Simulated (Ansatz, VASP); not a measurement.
**Zn5CdS6: VASP beside Ansatz**

```
Zn Cd S
1.0
     3.89365    0.00000    0.00000
    -1.94682    3.37200    0.00000
     0.00000    0.00000   19.27717
Zn Cd S
5 1 6
Direct
  0.33333 0.66667 0.99588
  0.33333 0.66667 0.67100
  0.66667 0.33333 0.15794
  0.66667 0.33333 0.50861
  0.66667 0.33333 0.83343
  0.33333 0.66667 0.33621
  0.33333 0.66667 0.11831
  0.33333 0.66667 0.46847
  0.33333 0.66667 0.79344
  0.66667 0.33333 0.27982
  0.66667 0.33333 0.63103
  0.66667 0.33333 0.95586
```

Alike in both runs: functional PBE; k mesh 12 × 12 × 2; occupations gaussian, width 0.02 eV; no spin polarisation.

Ansatz relaxed the structure, and its values are those at the end. VASP's run is a single point on that final structure, the one shown.

|  | VASP | Ansatz |
| --- | --- | --- |
| version | VASP 6.6.1 | Ansatz 0.2.0 |
| potentials or method | VASP PAW PBE potentials, release 64 (Zn, Cd, S), cutoff 520 eV | scalar-relativistic, plane waves, PAW |
| valence electrons in the cell | 108 | 116 |

VASP gave:

| Item | Value |
| --- | --- |
| gap on the k mesh at the Fermi level (eV) | 1.58 |
| least direct gap on the mesh (eV) | 1.58 |
| pressure (GPa) | 0.2 |
| rms of the force components (eV/Å) | 0.006 |

Question: Which values does Ansatz return?

Answer: gap on the k mesh at the Fermi level (eV): 1.58; least direct gap on the mesh (eV): 1.58; pressure (GPa): 0.0; rms of the force components (eV/Å): 0.001.

With one functional, cell and mesh, what is left measures potentials, basis and numerics. VASP's potentials hold 108 valence electrons a cell and Ansatz's 116, so a difference there can come from the potentials and not from the codes.
